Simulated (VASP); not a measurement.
# TiO2 (P4_2/mnm) in VASP: single point with LDA

Aim: the single point of TiO2 with LDA.

Everything below comes from runs of VASP 6.6.1. Logs are shortened: lines on timing, memory, paths and dates and some standing lists are left out, and cuts for length are marked.

## Step 1: The cell of the first run

It takes space group P4_2/mnm (No. 136, tetragonal). The conventional cell has a = 4.548 Å, b = 4.548 Å, c = 2.917 Å, α = 90.00°, β = 90.00°, γ = 90.00°. Within 2.6 Å of Ti (site symmetry mmm) lie 6 O at 1.93 to 1.96 Å. O (site symmetry m2m) has 3 Ti at 1.93 to 1.96 Å and 1 O at 2.52 Å within 2.6 Å.

## Step 2: Single point, LDA

Input file INCAR:

```
SYSTEM = TiO2
PREC = Accurate ; ENCUT = 520
EDIFF = 1E-6 ; ISMEAR = 0
SIGMA = 0.02 ; LREAL = .FALSE.
LASPH = .TRUE. ; NELM = 80
ALGO = Normal ; ISIF = 2
LWAVE = .FALSE. ; LCHARG = .TRUE.
LELF = .TRUE. ; LVHAR = .TRUE.
NBANDS = 33
```

Input file KPOINTS:

```
Automatic mesh
0
G
  12 12 18
  0 0 0
```

Input file POSCAR:

```
TiO2
1.0
    4.5481708373      0.0000000000      0.0000000000
    0.0000000000      4.5481708373      0.0000000000
    0.0000000000      0.0000000000      2.9171176433
Ti O
2 4
Direct
    0.0000000000      0.0000000000      0.0000000000
    0.5000000000      0.5000000000      0.5000000000
    0.3039657342      0.3039657342      0.0000000000
    0.1960342658      0.8039657342      0.5000000000
    0.6960342658      0.6960342658      0.0000000000
    0.8039657342      0.1960342658      0.5000000000
```

Potentials or basis: VASP PAW LDA potentials, release 64 (Ti_sv, O).

Command:

```
$ cat potpaw_LDA.64/Ti_sv/POTCAR potpaw_LDA.64/O/POTCAR > POTCAR
$ mpirun -np 1 vasp_std > vasp.out
```

OUTCAR:

```text
SYSTEM = TiO2
   PREC = Accurate
   ENCUT = 520
   EDIFF = 1E-6
   ISMEAR = 0
   LREAL = .FALSE.
   LASPH = .TRUE.
   NELM = 80
   ISIF = 2

 ion  position               nearest neighbor table
   1  0.000  0.000  0.000-   4 1.93   6 1.93   4 1.93   6 1.93   5 1.96   3 1.96
   2  0.500  0.500  0.500-   3 1.93   5 1.93   3 1.93   5 1.93   4 1.96   6 1.96
   3  0.304  0.304  0.000-   2 1.93   2 1.93   1 1.96
   4  0.196  0.804  0.500-   1 1.93   1 1.93   2 1.96
   5  0.696  0.696  0.000-   2 1.93   2 1.93   1 1.96
   6  0.804  0.196  0.500-   1 1.93   1 1.93   2 1.96

  LATTYP: Found a simple tetragonal cell.
 ALAT       =     4.5481708373
 C/A-ratio  =     0.6413826014

  Lattice vectors:

 A1 = (   4.5481708373,   0.0000000000,   0.0000000000)
 A2 = (   0.0000000000,   4.5481708373,   0.0000000000)
 A3 = (   0.0000000000,   0.0000000000,   2.9171176433)

Analysis of symmetry for initial positions (statically):
=====================================================================
 Subroutine PRICEL returns:
 Original cell was already a primitive cell.

 Routine SETGRP: Setting up the symmetry group for a
 simple tetragonal supercell.

 Subroutine GETGRP returns: Found 16 space group operations
 (whereof  8 operations were pure point group operations)
 out of a pool of 16 trial point group operations.

The static configuration has the point symmetry D_2h.
 The point group associated with its full space group is D_4h.

Analysis of symmetry for dynamics (positions and initial velocities):
=====================================================================
 Subroutine PRICEL returns:
 Original cell was already a primitive cell.

 Routine SETGRP: Setting up the symmetry group for a
 simple tetragonal supercell.

 Subroutine GETGRP returns: Found 16 space group operations
 (whereof  8 operations were pure point group operations)
 out of a pool of 16 trial point group operations.

The dynamic configuration has the point symmetry D_2h.
 The point group associated with its full space group is D_4h.

 Subroutine INISYM returns: Found 16 space group operations
 (whereof  8 operations are pure point group operations),
 and found     1 'primitive' translations

----------------------------------------------------------------------------------------

                                     Primitive cell

[... 99 lines left out ...]
   LREAL  =      F    real-space projection
   EDIFFG = 0.1E-04   stopping-criterion for IOM
   NSW    =      0    number of steps for IOM
   IBRION =     -1    ionic relax: 0-MD 1-quasi-New 2-CG
   NFREE  =      0    steps in history (QN), initial steepest desc. (CG)
   ISIF   =      2    stress and relaxation
   ISYM   =      2    0-nonsym 1-usesym 2-fastsym
   POTIM  = 0.5000    time-step for ionic-motion
   TEBEG  =    0.0;   TEEND  =   0.0 temperature during run
   PSTRESS=    0.0 pullay stress
   NELECT =      48.0000    total number of electrons
   NUPDOWN=      -1.0000    fix difference up-down
   EMIN   =  10.00;   EMAX   =-10.00  energy-range for DOS
   EFERMI =   0.00;   METHOD = LEGACY
   ISMEAR =     0;   SIGMA  =   0.02  broadening in eV -4-tet -1-fermi 0-gaus
   EFERMI_NEDOS =   21; number of points for ismear=-14 and -15
   IALGO  =     38    algorithm
   IMIX   =      4    mixing-type and parameters
     AMIX     =   0.40;   BMIX     =  1.00
     AMIX_MAG =   1.60;   BMIX_MAG =  1.00
  volume/ion in A,a.u.               =      10.06        67.87
  Fermi-wavevector in a.u.,A,eV,Ry     =   1.516862  2.866454 31.305243  2.300870
  Thomas-Fermi vector in A             =   2.626195
   LORBIT       =      0    0 simple, 1 ext, 2 COOP (PROOUT), +10 PAW based schemes
   GGA     = CA    functional components
   LHFCALC =     F    Hartree Fock is set to
   AEXX    =    0.0000 exact exchange contribution
   IVDW    =     0    specifies the selected vdW correction
   LEPSILON=     F    determine dielectric tensor
   LRPA    =     F    only Hartree local field effects (RPA)
 non-spin polarized calculation
 Gauss-broadening in eV      SIGMA  =   0.02
  energy-cutoff  :      520.00
  volume of cell :       60.34
 maximum number of plane-waves:      1651
 NGX is ok and might be reduce to    36
   NGX = 17   NGY = 17   NGZ = 11

 number of electron      48.0000007 magnetization

 Free energy of the ion-electron system (eV)
  ---------------------------------------------------
  ext. energy  EPLUGINS =         0.00000000
  ---------------------------------------------------
  free energy    TOTEN  =       -58.77740698 eV

  energy without entropy =      -58.77740698  energy(sigma->0) =      -58.77740698

 E-fermi :   5.1436     XC(G=0): -12.1723

 val. band max:        4.9194805059   @ k =   0.0000   0.0000   0.0000
 cond. band min:       6.7488959537   @ k =   0.0000   0.0000   0.0000
 fundamental gap:      1.8294154478
 Fermi energy:         5.1436200904

 k-point     1 :       0.0000    0.0000    0.0000
  band No.  band energies     occupation
      1     -51.1580      2.00000
      2     -51.1358      2.00000
      3     -27.9045      2.00000
      4     -27.9045      2.00000
      5     -27.7083      2.00000
      6     -27.7083      2.00000
[... 853 lines left out ...]
     32      11.3459      0.00000
     33      11.6289      0.00000

 [... further k-points ...]

------------------------ aborting loop because EDIFF is reached ----------------------------------------

  FORCE on cell =-STRESS in cart. coord.  units (eV):
  Direction    XX          YY          ZZ          XY          YZ          ZX
  --------------------------------------------------------------------------------------
  -------------------------------------------------------------------------------------
  Total        0.4151181      0.4151181      0.5967110      0.0000000      0.0000000      0.0000000
  in kB       11.0218570     11.0218570     15.8433545      0.0000000      0.0000000      0.0000000
  external PRESSURE =      12.6290229 kB  Pullay stress =       0.0000000 kB

 VOLUME and BASIS-vectors are now :
 -----------------------------------------------------------------------------
  energy-cutoff  :      520.00
  volume of cell :       60.34
      direct lattice vectors                 reciprocal lattice vectors
     4.548170837  0.000000000  0.000000000     0.219868610  0.000000000  0.000000000
     0.000000000  4.548170837  0.000000000     0.000000000  0.219868610  0.000000000
     0.000000000  0.000000000  2.917117643     0.000000000  0.000000000  0.342804138

 POSITION                                       TOTAL-FORCE (eV/Angst)
 -----------------------------------------------------------------------------------
      0.00000      0.00000      0.00000         0.000000      0.000000     -0.000000
      2.27409      2.27409      1.45856         0.000000      0.000000     -0.000000
      1.38249      1.38249      0.00000        -0.026867     -0.026867     -0.000000
      0.89160      3.65657      1.45856         0.026867     -0.026867     -0.000000
      3.16568      3.16568      0.00000         0.026867      0.026867      0.000000
      3.65657      0.89160      1.45856        -0.026867      0.026867      0.000000
 -----------------------------------------------------------------------------------
    total drift:                                0.000000      0.000000      0.000000

  FREE ENERGIE OF THE ION-ELECTRON SYSTEM (eV)
  ---------------------------------------------------
  free  energy   TOTEN  =       -58.7774069802 eV

  energy  without entropy=      -58.7774069802  energy(sigma->0) =      -58.77740698
```

Run time: 5.1 min. Hardware: 1 thread of AMD EPYC 9R45 (Zen 5), shared host; peak memory 0.45 GiB.

Results:

| Item | Value |
| --- | --- |
| Free energy | -58.7774 eV |
| Pressure | 1.3 GPa |
| Largest force | 0.038 eV/Å |
| Band gap on the k mesh | 1.83 eV |

Forces in eV/Å, atoms in the order of the input:
```
Ti   0.000  0.000  0.000
Ti   0.000  0.000  0.000
O   -0.027 -0.027  0.000
O    0.027 -0.027  0.000
O    0.027  0.027  0.000
O   -0.027  0.027  0.000
```

A k mesh can miss the band edges. LDA gaps usually lie below the measured ones, often by a third to a half.
